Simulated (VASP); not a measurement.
Write the native input for VASP 6.6.1 that does the following.

```yaml
Task: single point
Functional: LDA
Potentials_or_basis: VASP PAW LDA potentials, release 64 (W_sv)
Cutoff: 520 eV
k_mesh: 22 × 22 × 22
Occupations: gaussian, width 0.15 eV
Spin: no spin polarisation
Dipole_correction: no
Further_INCAR_settings: ALGO = Fast; EDIFF = 1e-07; NBANDS = 13
```

The structure of W lies in POSCAR:

```
W
1.0
   -2.4785386872      1.7132565952      1.7132565952
    1.7132565952     -2.4785386872      1.7132565952
    1.7132565952      1.7132565952     -2.4785386872
W
1
Direct
    0.0000000000      0.0000000000      0.0000000000
```

These files were run (other wordings do the same):

INCAR

```
SYSTEM = W
ALGO     = Fast           ! electronic algorithm
EDIFF    = 1E-7           ! SCF threshold, eV
ENCUT    = 520            ! plane-wave cutoff, eV
GGA      = CA             ! functional
ISIF     = 2              ! what is computed and relaxed
ISMEAR   = 0              ! smearing method
LASPH    = .True.         ! aspherical terms in the spheres
LCHARG   = .False.        ! write CHGCAR
LREAL    = .False.        ! projectors in reciprocal space
LWAVE    = .False.        ! write WAVECAR
NBANDS   = 13             ! bands
NELM     = 60             ! most SCF steps
PREC     = Accurate       ! precision mode
SIGMA    = 0.15           ! smearing width, eV
```

KPOINTS

```
k-points
0
Gamma
  22 22 22
  0 0 0
```

Potentials or basis: VASP PAW LDA potentials, release 64 (W_sv).

The run is started by

```console
$ cat potpaw_LDA.64/W_sv/POTCAR > POTCAR
$ mpirun -np 1 vasp_std > vasp.out
```

It gave:

The pressure is 323.3 GPa and the band gap on the k mesh is zero (bands 7 and 8 overlap by 8.51 eV).

Caveat: atoms lie so close that the PAW spheres overlap strongly, which falsifies energies and pressures; the cell stands under pressure; spin-orbit coupling is left out, which moves the levels of the heavy elements.

Wall time 4.6 min on 1 thread of AMD EPYC 9R45 96-Core Processor (Zen 5), on a shared host, peak memory 0.29 GiB.
